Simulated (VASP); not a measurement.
# Li2Se (Fm-3m) in VASP: a series of runs

Aim: see how the results for Li2Se move with the level of theory and the settings. Levels: r2SCAN, HSE06. Tasks: single point.

Everything below comes from runs of VASP 6.6.1. Logs are shortened: lines on timing, memory, paths and dates and some standing lists are left out, and cuts for length are marked.

## (1) The cell of the first run

It takes space group Fm-3m (No. 225, cubic). The conventional cell has a = 6.047 Å, b = 6.047 Å, c = 6.047 Å, α = 90.00°, β = 90.00°, γ = 90.00°. Se (site symmetry m-3m) has 8 Li at 2.62 Å within 3.5 Å. Within 3.5 Å of Li (site symmetry -43m) lie 4 Se at 2.62 Å and 6 Li at 3.02 Å.

## (2) Single point, r2SCAN (strain +1.0%)

The input, POSCAR:

```
Li2Se
1.0
    0.0000000000      3.0234562679      3.0234562679
    3.0234562679      0.0000000000      3.0234562679
    3.0234562679      3.0234562679      0.0000000000
Se Li
1 2
Direct
    0.0000000000      0.0000000000      0.0000000000
    0.2500000000      0.2500000000      0.2500000000
    0.7500000000      0.7500000000      0.7500000000
```

The input, INCAR.step1:

```
PREC = Accurate
ENCUT = 830
ISMEAR = 0
SIGMA = 0.01
LREAL = F
LASPH = T
NELM = 120
NBANDS = 13
GGA = PE
ALGO = Normal
EDIFF = 1E-5
LWAVE = T
LCHARG = F
GGA_COMPAT = F
```

The input, INCAR.step2:

```
PREC = Accurate
ENCUT = 830
EDIFF = 1E-6
ISMEAR = 0
SIGMA = 0.01
LREAL = F
LASPH = T
NELM = 120
ALGO = Normal
ISIF = 2
LWAVE = F
LCHARG = T
METAGGA = R2SCAN
LMIXTAU = T
LELF = T
LVHAR = T
NBANDS = 13
ISTART = 1
GGA_COMPAT = F
```

The input, KPOINTS:

```
regular mesh
0
Gamma
  8 8 8
```

Potentials or basis: VASP PAW PBE potentials, release 64 (Se, Li_sv).

Launch:

```bash
$ cat potpaw_PBE.64/Se/POTCAR potpaw_PBE.64/Li_sv/POTCAR > POTCAR
$ cp INCAR.step1 INCAR
$ mpirun -np 1 vasp_std > vasp.out
$ cp INCAR.step2 INCAR
$ mpirun -np 1 vasp_std > vasp.out
```

OUTCAR:

```text
PREC = Accurate
   ENCUT = 830
   EDIFF = 1E-6
   ISMEAR = 0
   LREAL = F
   LASPH = T
   NELM = 120
   ISIF = 2
   METAGGA = R2SCAN
   ISTART = 1

 ion  position               nearest neighbor table
   1  0.000  0.000  0.000-   3 2.62   3 2.62   3 2.62   2 2.62   3 2.62   2 2.62   2 2.62   2 2.62

   2  0.250  0.250  0.250-   1 2.62   1 2.62   1 2.62   1 2.62
   3  0.750  0.750  0.750-   1 2.62   1 2.62   1 2.62   1 2.62

  LATTYP: Found a face centered cubic cell.
 ALAT       =     6.0469125358

  Lattice vectors:

 A1 = (   0.0000000000,   3.0234562679,   3.0234562679)
 A2 = (   3.0234562679,   0.0000000000,   3.0234562679)
 A3 = (   3.0234562679,   3.0234562679,   0.0000000000)

Analysis of symmetry for initial positions (statically):
=====================================================================
 Subroutine PRICEL returns:
 Original cell was already a primitive cell.

 Routine SETGRP: Setting up the symmetry group for a
 face centered cubic supercell.

 Subroutine GETGRP returns: Found 48 space group operations
 (whereof 48 operations were pure point group operations)
 out of a pool of 48 trial point group operations.

The static configuration has the point symmetry O_h .

Analysis of symmetry for dynamics (positions and initial velocities):
=====================================================================
 Subroutine PRICEL returns:
 Original cell was already a primitive cell.

 Routine SETGRP: Setting up the symmetry group for a
 face centered cubic supercell.

 Subroutine GETGRP returns: Found 48 space group operations
 (whereof 48 operations were pure point group operations)
 out of a pool of 48 trial point group operations.

The dynamic configuration has the point symmetry O_h .

 Subroutine INISYM returns: Found 48 space group operations
 (whereof 48 operations are pure point group operations),
 and found     1 'primitive' translations

----------------------------------------------------------------------------------------

                                     Primitive cell

  volume of cell :      55.2766

  direct lattice vectors                    reciprocal lattice vectors
     0.000000000  3.023456268  3.023456268    -0.165373650  0.165373650  0.165373650
     3.023456268  0.000000000  3.023456268     0.165373650 -0.165373650  0.165373650
     3.023456268  3.023456268  0.000000000     0.165373650  0.165373650 -0.165373650

  length of vectors
[... 94 lines left out ...]
   PSTRESS=    0.0 pullay stress
   NELECT =      12.0000    total number of electrons
   NUPDOWN=      -1.0000    fix difference up-down
   EMIN   =  10.00;   EMAX   =-10.00  energy-range for DOS
   EFERMI =   0.00;   METHOD = LEGACY
   ISMEAR =     0;   SIGMA  =   0.01  broadening in eV -4-tet -1-fermi 0-gaus
   EFERMI_NEDOS =   21; number of points for ismear=-14 and -15
   IALGO  =     38    algorithm
   IMIX   =      4    mixing-type and parameters
     AMIX     =   0.40;   BMIX     =  1.00
     AMIX_MAG =   1.60;   BMIX_MAG =  1.00
  volume/ion in A,a.u.               =      18.43       124.34
  Fermi-wavevector in a.u.,A,eV,Ry     =   0.983909  1.859318 13.171484  0.968077
  Thomas-Fermi vector in A             =   2.115102
   LORBIT       =      0    0 simple, 1 ext, 2 COOP (PROOUT), +10 PAW based schemes
   METAGGA = R2SCAN    functional components
   LHFCALC =     F    Hartree Fock is set to
   AEXX    =    0.0000 exact exchange contribution
   IVDW    =     0    specifies the selected vdW correction
   LEPSILON=     F    determine dielectric tensor
   LRPA    =     F    only Hartree local field effects (RPA)
 non-spin polarized calculation
 Gauss-broadening in eV      SIGMA  =   0.01
  energy-cutoff  :      830.00
  volume of cell :       55.28
 maximum number of plane-waves:      3028
   NGX = 21   NGY = 21   NGZ = 21

 number of electron      12.0000004 magnetization

 Free energy of the ion-electron system (eV)
  ---------------------------------------------------
  ext. energy  EPLUGINS =         0.00000000
  ---------------------------------------------------
  free energy    TOTEN  =       -23.43235795 eV

  energy without entropy =      -23.43235795  energy(sigma->0) =      -23.43235795

 E-fermi :   0.7685     XC(G=0):  -8.5370

 val. band max:        0.5862048229   @ k =   0.0000   0.0000   0.0000
 cond. band min:       4.0639052193   @ k =   0.5000   0.5000   0.0000
 fundamental gap:      3.4777003964
 Fermi energy:         0.7685317115

 k-point     1 :       0.0000    0.0000    0.0000
  band No.  band energies     occupation
      1     -45.6056      2.00000
      2     -45.5847      2.00000
      3     -11.1271      2.00000
      4       0.5862      2.00000
      5       0.5862      2.00000
      6       0.5862      2.00000
      7       4.6257      0.00000
      8       6.8808      0.00000
      9       6.8808      0.00000
     10       6.8808      0.00000
     11      11.7016      0.00000
     12      11.7016      0.00000
     13      12.3881      0.00000
[... 354 lines left out ...]
  band No.  band energies     occupation
      1     -45.5947      2.00000
      2     -45.5947      2.00000
      3     -10.7091      2.00000
      4      -1.9420      2.00000
      5      -0.6661      2.00000
      6      -0.3038      2.00000
      7       6.5091      0.00000
      8       7.0546      0.00000
      9       8.9104      0.00000
     10       9.6289      0.00000
     11      10.7564      0.00000
     12      12.1384      0.00000
     13      13.9674      0.00000

 [... further k-points ...]

------------------------ aborting loop because EDIFF is reached ----------------------------------------

  FORCE on cell =-STRESS in cart. coord.  units (eV):
  Direction    XX          YY          ZZ          XY          YZ          ZX
  --------------------------------------------------------------------------------------
  -------------------------------------------------------------------------------------
  Total       -0.4052296     -0.4052296     -0.4052296     -0.0000000     -0.0000000      0.0000000
  in kB      -11.7454788    -11.7454788    -11.7454788     -0.0000000     -0.0000000      0.0000000
  external PRESSURE =     -11.7454788 kB  Pullay stress =       0.0000000 kB

 VOLUME and BASIS-vectors are now :
 -----------------------------------------------------------------------------
  energy-cutoff  :      830.00
  volume of cell :       55.28
      direct lattice vectors                 reciprocal lattice vectors
     0.000000000  3.023456268  3.023456268    -0.165373650  0.165373650  0.165373650
     3.023456268  0.000000000  3.023456268     0.165373650 -0.165373650  0.165373650
     3.023456268  3.023456268  0.000000000     0.165373650  0.165373650 -0.165373650

 POSITION                                       TOTAL-FORCE (eV/Angst)
 -----------------------------------------------------------------------------------
      0.00000      0.00000      0.00000         0.000000      0.000000     -0.000000
      1.51173      1.51173      1.51173         0.000000      0.000000      0.000000
      4.53518      4.53518      4.53518        -0.000000     -0.000000     -0.000000
 -----------------------------------------------------------------------------------
    total drift:                                0.000000     -0.000000      0.000000

  FREE ENERGIE OF THE ION-ELECTRON SYSTEM (eV)
  ---------------------------------------------------
  free  energy   TOTEN  =       -23.4323579505 eV

  energy  without entropy=      -23.4323579505  energy(sigma->0) =      -23.43235795
```

OUTCAR.step1:

```text
PREC = Accurate
   ENCUT = 830
   ISMEAR = 0
   LREAL = F
[... 610 lines left out ...]
      0.00000      0.00000      0.00000        -0.000000     -0.000000      0.000000
      1.51173      1.51173      1.51173        -0.000000      0.000000      0.000000
      4.53518      4.53518      4.53518         0.000000      0.000000     -0.000000
 -----------------------------------------------------------------------------------
    total drift:                                0.000000     -0.000000      0.000000

  FREE ENERGIE OF THE ION-ELECTRON SYSTEM (eV)
  ---------------------------------------------------
  free  energy   TOTEN  =       -11.1285493510 eV

  energy  without entropy=      -11.1285493510  energy(sigma->0) =      -11.12854935
```

It took 76 s on 1 thread of Intel Xeon 6975P-C (Granite Rapids), shared host; peak memory 0.27 GiB.

What came out:

```yaml
Free_energy: -23.4324 eV
Pressure: -1.2 GPa
Band_gap_on_the_k_mesh: 3.48 eV (least direct gap 4.04 eV)
```

Caveat: the cell differs from its parent crystal (strain +1.0%); the PAW data sets were made with another functional, which shifts forces and pressure a little. A k mesh can miss the band edges.

## (3) Single point, r2SCAN (strain +2.0%)

The input, POSCAR:

```
Li2Se
1.0
    0.0000000000      3.0533914785      3.0533914785
    3.0533914785      0.0000000000      3.0533914785
    3.0533914785      3.0533914785      0.0000000000
Se Li
1 2
Direct
    0.0000000000      0.0000000000      0.0000000000
    0.2500000000      0.2500000000      0.2500000000
    0.7500000000      0.7500000000      0.7500000000
```

The input, INCAR.step1:

```
SYSTEM = Li2Se
PREC     = Accurate       ! precision mode
ENCUT    = 830            ! plane-wave cutoff, eV
ISMEAR   = 0              ! smearing method
SIGMA    = 0.01           ! smearing width, eV
LREAL    = .FALSE.        ! projectors in reciprocal space
LASPH    = .TRUE.         ! aspherical terms in the spheres
NELM     = 120            ! most SCF steps
NBANDS   = 13             ! bands
GGA      = PE             ! functional
ALGO     = Normal         ! electronic algorithm
EDIFF    = 1E-5           ! SCF threshold, eV
LWAVE    = .TRUE.         ! write WAVECAR
LCHARG   = .FALSE.        ! write CHGCAR
GGA_COMPAT= .FALSE.
```

The input, INCAR.step2:

```
SYSTEM = Li2Se
PREC     = Accurate       ! precision mode
ENCUT    = 830            ! plane-wave cutoff, eV
EDIFF    = 1E-6           ! SCF threshold, eV
ISMEAR   = 0              ! smearing method
SIGMA    = 0.01           ! smearing width, eV
LREAL    = .FALSE.        ! projectors in reciprocal space
LASPH    = .TRUE.         ! aspherical terms in the spheres
NELM     = 120            ! most SCF steps
ALGO     = Normal         ! electronic algorithm
ISIF     = 2              ! what is computed and relaxed
LWAVE    = .FALSE.        ! write WAVECAR
LCHARG   = .TRUE.         ! write CHGCAR
METAGGA  = R2SCAN         ! meta-GGA
LMIXTAU  = .TRUE.       
LELF     = .TRUE.         ! ELF
LVHAR    = .TRUE.       
NBANDS   = 13             ! bands
ISTART   = 1            
GGA_COMPAT= .FALSE.
```

The input, KPOINTS:

```
Automatic mesh
0
G
  8 8 8
  0 0 0
```

Potentials or basis: VASP PAW PBE potentials, release 64 (Se, Li_sv).

Launch:

```bash
$ cat potpaw_PBE.64/Se/POTCAR potpaw_PBE.64/Li_sv/POTCAR > POTCAR
$ cp INCAR.step1 INCAR
$ mpirun -np 1 vasp_std > vasp.out
$ cp INCAR.step2 INCAR
$ mpirun -np 1 vasp_std > vasp.out
```

OUTCAR:

```text
SYSTEM = Li2Se
   PREC = Accurate
   ENCUT = 830
   EDIFF = 1E-6
   ISMEAR = 0
   LREAL = .FALSE.
   LASPH = .TRUE.
   NELM = 120
   ISIF = 2
   METAGGA = R2SCAN
   ISTART = 1

 ion  position               nearest neighbor table
   1  0.000  0.000  0.000-   3 2.64   3 2.64   3 2.64   2 2.64   3 2.64   2 2.64   2 2.64   2 2.64

   2  0.250  0.250  0.250-   1 2.64   1 2.64   1 2.64   1 2.64
   3  0.750  0.750  0.750-   1 2.64   1 2.64   1 2.64   1 2.64

  LATTYP: Found a face centered cubic cell.
 ALAT       =     6.1067829570

  Lattice vectors:

 A1 = (   0.0000000000,   3.0533914785,   3.0533914785)
 A2 = (   3.0533914785,   0.0000000000,   3.0533914785)
 A3 = (   3.0533914785,   3.0533914785,   0.0000000000)

Analysis of symmetry for initial positions (statically):
=====================================================================
 Subroutine PRICEL returns:
 Original cell was already a primitive cell.

 Routine SETGRP: Setting up the symmetry group for a
 face centered cubic supercell.

 Subroutine GETGRP returns: Found 48 space group operations
 (whereof 48 operations were pure point group operations)
 out of a pool of 48 trial point group operations.

The static configuration has the point symmetry O_h .

Analysis of symmetry for dynamics (positions and initial velocities):
=====================================================================
 Subroutine PRICEL returns:
 Original cell was already a primitive cell.

 Routine SETGRP: Setting up the symmetry group for a
 face centered cubic supercell.

 Subroutine GETGRP returns: Found 48 space group operations
 (whereof 48 operations were pure point group operations)
 out of a pool of 48 trial point group operations.

The dynamic configuration has the point symmetry O_h .

 Subroutine INISYM returns: Found 48 space group operations
 (whereof 48 operations are pure point group operations),
 and found     1 'primitive' translations

----------------------------------------------------------------------------------------

[... 126 lines left out ...]
 Gauss-broadening in eV      SIGMA  =   0.01
  energy-cutoff  :      830.00
  volume of cell :       56.93
 maximum number of plane-waves:      3119
 NGX is ok and might be reduce to    42
   NGX = 21   NGY = 21   NGZ = 21

 number of electron      11.9999997 magnetization

 Free energy of the ion-electron system (eV)
  ---------------------------------------------------
  ext. energy  EPLUGINS =         0.00000000
  ---------------------------------------------------
  free energy    TOTEN  =       -23.41491882 eV

  energy without entropy =      -23.41491882  energy(sigma->0) =      -23.41491882

 E-fermi :   0.4780     XC(G=0):  -8.4232

 val. band max:        0.4283822435   @ k =   0.0000   0.0000   0.0000
 cond. band min:       3.9217902885   @ k =   0.5000   0.5000   0.0000
 fundamental gap:      3.4934080450
 Fermi energy:         0.4779797849

 k-point     1 :       0.0000    0.0000    0.0000
  band No.  band energies     occupation
      1     -45.8162      2.00000
      2     -45.7978      2.00000
      3     -11.2097      2.00000
      4       0.4284      2.00000
      5       0.4284      2.00000
      6       0.4284      2.00000
      7       4.3342      0.00000
      8       6.7022      0.00000
      9       6.7022      0.00000
     10       6.7022      0.00000
     11      11.4528      0.00000
     12      11.4528      0.00000
     13      12.0998      0.00000
[... 354 lines left out ...]
  band No.  band energies     occupation
      1     -45.8066      2.00000
      2     -45.8066      2.00000
      3     -10.8165      2.00000
      4      -2.0118      2.00000
      5      -0.7795      2.00000
      6      -0.4235      2.00000
      7       6.3148      0.00000
      8       6.7948      0.00000
      9       8.6505      0.00000
     10       9.3370      0.00000
     11      10.4610      0.00000
     12      11.8085      0.00000
     13      13.6261      0.00000

 [... further k-points ...]

------------------------ aborting loop because EDIFF is reached ----------------------------------------

  FORCE on cell =-STRESS in cart. coord.  units (eV):
  Direction    XX          YY          ZZ          XY          YZ          ZX
  --------------------------------------------------------------------------------------
  -------------------------------------------------------------------------------------
  Total       -0.7375437     -0.7375437     -0.7375437     -0.0000000     -0.0000000      0.0000000
  in kB      -20.7549113    -20.7549113    -20.7549113     -0.0000000     -0.0000000      0.0000000
  external PRESSURE =     -20.7549113 kB  Pullay stress =       0.0000000 kB

 VOLUME and BASIS-vectors are now :
 -----------------------------------------------------------------------------
  energy-cutoff  :      830.00
  volume of cell :       56.93
      direct lattice vectors                 reciprocal lattice vectors
     0.000000000  3.053391479  3.053391479    -0.163752340  0.163752340  0.163752340
     3.053391479  0.000000000  3.053391479     0.163752340 -0.163752340  0.163752340
     3.053391479  3.053391479  0.000000000     0.163752340  0.163752340 -0.163752340

 POSITION                                       TOTAL-FORCE (eV/Angst)
 -----------------------------------------------------------------------------------
      0.00000      0.00000      0.00000        -0.000000     -0.000000     -0.000000
      1.52670      1.52670      1.52670        -0.000000     -0.000000     -0.000000
      4.58009      4.58009      4.58009         0.000000      0.000000      0.000000
 -----------------------------------------------------------------------------------
    total drift:                               -0.000000     -0.000000      0.000000

  FREE ENERGIE OF THE ION-ELECTRON SYSTEM (eV)
  ---------------------------------------------------
  free  energy   TOTEN  =       -23.4149188159 eV

  energy  without entropy=      -23.4149188159  energy(sigma->0) =      -23.41491882
```

OUTCAR.step1:

```text
SYSTEM = Li2Se
   PREC = Accurate
   ENCUT = 830
   ISMEAR = 0
   LREAL = .FALSE.
   LASPH = .TRUE.
[... 610 lines left out ...]
      0.00000      0.00000      0.00000         0.000000      0.000000      0.000000
      1.52670      1.52670      1.52670        -0.000000     -0.000000     -0.000000
      4.58009      4.58009      4.58009         0.000000      0.000000      0.000000
 -----------------------------------------------------------------------------------
    total drift:                               -0.000000     -0.000000      0.000000

  FREE ENERGIE OF THE ION-ELECTRON SYSTEM (eV)
  ---------------------------------------------------
  free  energy   TOTEN  =       -11.1171503899 eV

  energy  without entropy=      -11.1171503899  energy(sigma->0) =      -11.11715039
```

OSZICAR.step1:

```text
N       E                     dE             d eps       ncg     rms          rms(c)
DAV:   1     0.554644051197E+02    0.55464E+02   -0.68249E+03   754   0.123E+03
DAV:   2    -0.300659226702E+01   -0.58471E+02   -0.53955E+02   905   0.227E+02
DAV:   3    -0.111223205421E+02   -0.81157E+01   -0.80690E+01  1401   0.510E+01
DAV:   4    -0.113003484286E+02   -0.17803E+00   -0.17795E+00   986   0.107E+01
DAV:   5    -0.113050375241E+02   -0.46891E-02   -0.46888E-02  1167   0.131E+00    0.273E+00
DAV:   6    -0.111215762511E+02    0.18346E+00   -0.26051E-01   915   0.196E+00    0.166E+00
DAV:   7    -0.111081486925E+02    0.13428E-01   -0.11669E-01  1015   0.146E+00    0.740E-01
DAV:   8    -0.111169376985E+02   -0.87890E-02   -0.18886E-02   945   0.765E-01    0.262E-01
DAV:   9    -0.111168139445E+02    0.12375E-03   -0.52578E-04  1064   0.144E-01    0.179E-01
DAV:  10    -0.111171490747E+02   -0.33513E-03   -0.81897E-04   859   0.134E-01    0.712E-02
DAV:  11    -0.111171503899E+02   -0.13152E-05   -0.53832E-05  1090   0.426E-02
   1 F= -.11117150E+02 E0= -.11117150E+02  d E =-.122136E-76
```

Wall time 2 min (1 thread of Intel Xeon 6975P-C (Granite Rapids), shared host); peak memory 0.3 GiB.

Results:

```yaml
Free_energy: -23.4149 eV
Pressure: -2.1 GPa
Band_gap_on_the_k_mesh: 3.49 eV (least direct gap 3.91 eV)
```

Caveat: the cell differs from its parent crystal (strain +2.0%); the PAW data sets were made with another functional, which shifts forces and pressure a little. A k mesh can miss the band edges.

[end of part 1 of 2]
